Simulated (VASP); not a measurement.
Wanted: the native input for a VASP 6.6.1 run.

```
Task                   : single point
Functional             : PBEsol
Potentials or basis    : VASP PAW PBE potentials, release 64 (Ir)
Cutoff                 : 520 eV
k mesh                 : 11 × 11 × 6
Occupations            : fermi-dirac, width 0.05 eV
Spin                   : no spin polarisation
Dipole correction      : no
Further INCAR settings : ALGO = Normal; EDIFF = 1e-06; NBANDS = 16
```

The structure of Ir lies in POSCAR:

```
Ir
1.0
    2.6585366684      0.0000000000      0.0000000000
   -1.3292683342      2.3023602917      0.0000000000
    0.0000000000      0.0000000000      4.3164493187
Ir
2
Direct
    0.3333333333      0.6666666667      0.2500000000
    0.6666666667      0.3333333333      0.7500000000
```

The input as run:

INCAR

```
ALGO = Normal
EDIFF = 1E-6
ENCUT = 520
GGA = PS
ISIF = 2
ISMEAR = -1
LASPH = T
LCHARG = F
LREAL = F
LWAVE = F
NBANDS = 16
NELM = 100
PREC = Accurate
SIGMA = 0.05
```

KPOINTS

```
k-points
0
Gamma
  11 11 6
```

Potentials or basis: VASP PAW PBE potentials, release 64 (Ir).

Run with:

```bash
$ cat potpaw_PBE.64/Ir/POTCAR > POTCAR
$ mpirun -np 1 vasp_std > vasp.out
```

Results of the run:

The pressure is 31.7 GPa. The band gap on the k mesh is zero (band 9 reaches 12.73 eV, above the bottom of band 10 at 9.07 eV).

Caveat: the PAW data sets were made with another functional, which shifts forces and pressure a little; spin-orbit coupling is left out, which moves the levels of the heavy elements.

Run time: 13 s on 1 thread of AMD EPYC 9R45 96-Core Processor (Zen 5), on a shared host, peak memory 0.12 GiB.
